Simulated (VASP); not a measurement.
Set up this calculation in VASP 6.6.1, as the native input.

```yaml
Task: relaxation of shape and atoms at fixed volume
Functional: PBE
Potentials_or_basis: VASP PAW PBE potentials, release 64 (Ti_sv)
Cutoff: 600 eV
k_mesh: 12 × 12 × 14
Occupations: gaussian, width 0.1 eV
Spin: no spin polarisation
Dipole_correction: no
Further_INCAR_settings: ALGO = Fast; EDIFF = 1e-07; IBRION = 2; EDIFFG = -0.01; NSW = 50; ISIF = 4
```

The structure of Ti lies in POSCAR:

```
Ti
1.0
    4.7297965407      0.0000000000      0.0000000000
   -2.3648982703      4.0961239590      0.0000000000
    0.0000000000      0.0000000000      2.9201250016
Ti
3
Direct
    0.0000000000      0.0000000000      0.0000000000
    0.3333333333      0.6666666667      0.5000000000
    0.6666666667      0.3333333333      0.5000000000
```

This cell differs from its parent crystal: volume scaled by 1.10.

One way to write it, as run:

INCAR

```
PREC = Accurate
ENCUT = 600
EDIFF = 1E-7
ISMEAR = 0
SIGMA = 0.1
LREAL = F
LASPH = T
NELM = 60
ALGO = Fast
ISIF = 4
LWAVE = F
LCHARG = F
GGA = PE
IBRION = 2
NSW = 50
EDIFFG = -0.01
```

KPOINTS

```
Automatic mesh
0
Gamma
  12 12 14
```

Potentials or basis: VASP PAW PBE potentials, release 64 (Ti_sv).

Command:

```sh
$ cat potpaw_PBE.64/Ti_sv/POTCAR > POTCAR
$ mpirun -np 1 vasp_std > vasp.out
```

Results of the run:

```yaml
Energy_gained_by_relaxing: 0.0 meV/atom
Ionic_steps: 2
Pressure_after_relaxing: -9.1 GPa
Band_gap_on_the_k_mesh: zero (band 18 reaches 7.54 eV, above the bottom of band 19 at 7.32 eV)
```

It took 22 min on 1 thread of Oxide Virtual Turin-like Processor, on a shared host, peak memory 0.29 GiB.
